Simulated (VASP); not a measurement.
Here is a VASP 6.6.1 calculation.

Contents of INCAR:

```
ALGO = Normal
EDIFF = 1E-6
ENCUT = 520
GGA = PE
ISIF = 2
ISMEAR = -1
LASPH = True
LCHARG = False
LREAL = False
LWAVE = False
NBANDS = 25
NELM = 100
PREC = Accurate
SIGMA = 0.05
```

File KPOINTS:

```
k-points
0
Gamma
  9 9 5
```

File POSCAR:

```
CuO
1.0
    2.8207191443      0.0000000000      0.0000000000
    0.0382751310      2.8205021813      0.0000000000
    0.0171382374      0.0168928653      5.0706699737
Cu O
2 2
Direct
    0.0000000000      0.5000000000      0.0000000000
    0.5000000000      0.0000000000      0.5000000000
    0.9984239700      0.0016717800      0.7498871000
    0.0015760300      0.9983282200      0.2501129000
```

Potentials or basis: VASP PAW PBE potentials, release 64 (Cu, O).

Launch:

```bash
$ cat potpaw_PBE.64/Cu/POTCAR potpaw_PBE.64/O/POTCAR > POTCAR
$ mpirun -np 1 vasp_std > vasp.out
```

Task: What does it give for the largest force?

Result: 0.013 eV/Å.

Task: What does it give for the band gap on the k mesh?

Result: Zero (band 17 reaches 6.81 eV, above the bottom of band 18 at 5.82 eV).

Forces in eV/Å, atoms in the order of the input:
```
Cu   0.000  0.000  0.000
Cu   0.000  0.000  0.000
O   -0.002  0.000  0.013
O    0.002  0.000 -0.013
```

Caveat: semilocal functionals often make such compounds metallic where correlation or magnetic order opens a gap, which also shifts bond lengths. With open d or f shells a metallic result of PBE can be an artefact of self-interaction; +U or a hybrid may open a gap.
